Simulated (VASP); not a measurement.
A run of VASP 6.6.1 is set up as follows.

Contents of INCAR:

```
SYSTEM = Zr
  PREC = Accurate
  ENCUT = 520
  EDIFF = 1E-6
  ISMEAR = 0
  SIGMA = 0.1
  LREAL = .FALSE.
  LASPH = .TRUE.
  NELM = 80
  ALGO = Normal
  ISIF = 2
  LWAVE = .FALSE.
  LCHARG = .FALSE.
  GGA = PS
  NBANDS = 32
```

KPOINTS

```
regular mesh
0
G
  6 6 4
  0 0 0
```

Contents of POSCAR:

```
Zr
1.0
    4.0599780736      0.0000000000      0.0000000000
   -2.0299890368      3.5160441505      0.0000000000
    0.0000000000      0.0000000000      6.6989638214
Zr
4
Direct
    0.3333333333      0.6666666667      0.4375000000
    0.6666666667      0.3333333333      0.9375000000
    0.6666666667      0.3333333333      0.5625000000
    0.3333333333      0.6666666667      0.0625000000
```

Potentials or basis: VASP PAW PBE potentials, release 64 (Zr_sv).

Run with:

```sh
$ cat potpaw_PBE.64/Zr_sv/POTCAR > POTCAR
$ mpirun -np 1 vasp_std > vasp.out
```

Question: Estimate the pressure.

Answer: 10.6 GPa.

Question: Predict the band gap on the k mesh.

Answer: Zero (bands 24 and 25 overlap by 1.49 eV).

Stress tensor (GPa, compression positive):
```
11.31  0.00  0.00
 0.00 11.31  0.00
 0.00  0.00  9.07
```

Caveat: the cell stands under pressure; the PAW data sets were made with another functional, which shifts forces and pressure a little.
